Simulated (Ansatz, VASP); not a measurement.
Two plane-wave programs on Y

The input POSCAR:

```
Y
1.0
    3.6808463851      0.0000000000      0.0000000000
   -1.8404231926      3.1877064770      0.0000000000
    0.0000000000      0.0000000000      5.7206466204
Y
2
Direct
    0.3333333333      0.6666666667      0.2500000000
    0.6666666667      0.3333333333      0.7500000000
```

The input INCAR.step1:

```
SYSTEM = Y
PREC     = Accurate       ! precision mode
ENCUT    = 520            ! plane-wave cutoff, eV
ISMEAR   = -1             ! smearing method
SIGMA    = 0.1            ! smearing width, eV
LREAL    = .False.        ! projectors in reciprocal space
LASPH    = .True.         ! aspherical terms in the spheres
NELM     = 60             ! most SCF steps
NBANDS   = 18             ! bands
GGA      = PE             ! functional
ALGO     = Normal         ! electronic algorithm
EDIFF    = 1E-4           ! SCF threshold, eV
LWAVE    = .True.         ! write WAVECAR
LCHARG   = .False.        ! write CHGCAR
```

INCAR.step2

```
SYSTEM = Y
PREC     = Accurate       ! precision mode
ENCUT    = 520            ! plane-wave cutoff, eV
EDIFF    = 1E-6           ! SCF threshold, eV
ISMEAR   = -1             ! smearing method
SIGMA    = 0.1            ! smearing width, eV
LREAL    = .False.        ! projectors in reciprocal space
LASPH    = .True.         ! aspherical terms in the spheres
NELM     = 60             ! most SCF steps
ALGO     = Normal         ! electronic algorithm
ISIF     = 2              ! what is computed and relaxed
LWAVE    = .False.        ! write WAVECAR
LCHARG   = .False.        ! write CHGCAR
METAGGA  = R2SCAN         ! meta-GGA
LMIXTAU  = .True.       
NBANDS   = 18             ! bands
ISTART   = 1
```

KPOINTS

```
Automatic mesh
0
Gamma
  16 16 9
  0 0 0
```

Input for Ansatz:

```yaml
crystal:
  lattice:
    - [3.6808463851, 0.0, 0.0]
    - [-1.8404231926, 3.187706477, 0.0]
    - [0.0, 0.0, 5.7206466204]
  atoms:
    - { symbol: "Y", position: [0.3333333333, 0.6666666667, 0.25] }
    - { symbol: "Y", position: [0.6666666667, 0.3333333333, 0.75] }
hamiltonian:
  xc: r2scan
  pseudopotentials:
    kind: paw
    azcp:
      "Y": "pseudopotentials/Y.paw.azcp"
basis:
  ecutwfc: 500
  fft_grid_basis: typed
kpoints:
  mp_grid: { grid: [16, 16, 9], shift: [0, 0, 0] }
magnetization:
  spin_polarized: false
scf:
  occupations: { method: fermi_dirac, width: 0.1 }
  lower_state_search: "off"
output:
  stress: true
```

Alike in both runs: task single point; functional r2SCAN; k mesh 16 × 16 × 9; occupations fermi-dirac, width 0.1 eV; no spin polarisation.

|  | VASP | Ansatz |
| --- | --- | --- |
| version | VASP 6.6.1 | Ansatz 0.2.0 |
| potentials or method | VASP PAW PBE potentials, release 64 (Y_sv), cutoff 520 eV | plane waves (500 eV) with PAW, scalar-relativistic |
| valence electrons in the cell | 22 | 22 |

|  | VASP | Ansatz | Ansatz less VASP |
| --- | --- | --- | --- |
| pressure (GPa) | 0.0 | 0.0 | 0.00 |

VASP's potentials were made for PBE, not for r2SCAN.
